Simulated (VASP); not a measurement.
Set up this calculation in VASP 6.6.1, as the native input.

| Property | Result |
| --- | --- |
| Task | single point |
| Functional | PBE |
| Potentials or basis | VASP PAW PBE potentials, release 64 (Zn, Se) |
| Cutoff | 520 eV |
| k mesh | 10 × 10 × 10 |
| Occupations | gaussian, width 0.05 eV |
| Spin | no spin polarisation |
| Dipole correction | no |
| Further INCAR settings | ALGO = Normal; EDIFF = 1e-07; NBANDS = 16 |

The structure of ZnSe lies in POSCAR:

```
ZnSe
1.0
    0.0000000000      2.8658331091      2.8658331091
    2.8658331091      0.0000000000      2.8658331091
    2.8658331091      2.8658331091      0.0000000000
Zn Se
1 1
Direct
    0.0000000000      0.0000000000      0.0000000000
    0.7500000000      0.7500000000      0.7500000000
```

The input as run:

INCAR

```
SYSTEM = ZnSe
ALGO = Normal
EDIFF = 1E-7
ENCUT = 520
GGA = PE
ISIF = 2
ISMEAR = 0
LASPH = .TRUE.
LCHARG = .TRUE.
LELF = .TRUE.
LREAL = .FALSE.
LVHAR = .TRUE.
LWAVE = .FALSE.
NBANDS = 16
NELM = 100
PREC = Accurate
SIGMA = 0.05
```

KPOINTS

```
k-points
0
G
  10 10 10
  0 0 0
```

Potentials or basis: VASP PAW PBE potentials, release 64 (Zn, Se).

Command:

```console
$ cat potpaw_PBE.64/Zn/POTCAR potpaw_PBE.64/Se/POTCAR > POTCAR
$ mpirun -np 1 vasp_std > vasp.out
```

Results of the run:

* Pressure: 0.2 GPa
* Band gap on the k mesh: 1.16 eV, direct

Run time: 22 s on 1 thread of AMD EPYC 9R45 96-Core Processor (Zen 5) (shared host), peak memory 0.16 GiB.
